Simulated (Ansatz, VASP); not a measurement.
## One calculation of C, two programs

The input INCAR:

```
PREC = Accurate ; ENCUT = 520
EDIFF = 1E-6 ; ISMEAR = 0
SIGMA = 0.15 ; LREAL = False
LASPH = True ; NELM = 100
ALGO = Normal ; ISIF = 2
LWAVE = False ; LCHARG = False
GGA = PS ; IVDW = 12
NBANDS = 16
```

The input KPOINTS:

```
regular mesh
0
Gamma
  21 21 8
```

POSCAR

```
C
1.0
    2.4185065385      0.0000000000      0.0000000000
   -1.2092532693      2.0944881015      0.0000000000
    0.0000000000      0.0000000000      6.9599781165
C
4
Direct
    0.0000000000      0.0000000000      0.0025000000
    0.0000000000      0.0000000000      0.5025000000
    0.3333333333      0.6666666667      0.0025000000
    0.6666666667      0.3333333333      0.5025000000
```

Input for Ansatz:

```yaml
crystal:
  lattice:
    - [2.4185065385, 0.0, 0.0]
    - [-1.2092532693, 2.0944881015, 0.0]
    - [0.0, 0.0, 6.9599781165]
  atoms:
    - { symbol: C, position: [0.0, 0.0, 0.0025] }
    - { symbol: C, position: [0.0, 0.0, 0.5025] }
    - { symbol: C, position: [0.3333333333, 0.6666666667, 0.0025] }
    - { symbol: C, position: [0.6666666667, 0.3333333333, 0.5025] }
basis:
  ecutwfc: 520.0
kpoints:
  mp_grid: { grid: [21, 21, 8] }
hamiltonian:
  xc: pbesol
  pseudopotentials: { kind: paw, azcp: { folder: soft_1 } }
  dispersion: d3bj
scf:
  occupations: { method: gaussian, width: 0.15 }
output:
  forces: true
  stress: true
  eigenvalues: true
```

Alike in both runs: task single point; functional PBEsol; dispersion D3(BJ); k mesh 21 × 21 × 8; occupations gaussian, width 0.15 eV; no spin polarisation.

```csv
,VASP,Ansatz
version,VASP 6.6.1,Ansatz 0.2.0
potentials or method,"VASP PAW PBE potentials, release 64 (C), cutoff 520 eV","scalar-relativistic, plane waves, PAW"
valence electrons in the cell,16,16
```

Ansatz gave:

- gap on the k mesh at the Fermi level (eV): none
- pressure (GPa): 14.4
- traceless stress, the component that is largest in VASP (GPa): -15.92

What did VASP give for the same quantities?

gap on the k mesh at the Fermi level (eV): none; pressure (GPa): 15.2; traceless stress, the component that is largest in VASP (GPa): -16.75.

VASP's potentials were made for PBE, not for PBEsol, and Ansatz warns of the same on its side. A gap of «none» marks a metal or a gap that the smearing closes.
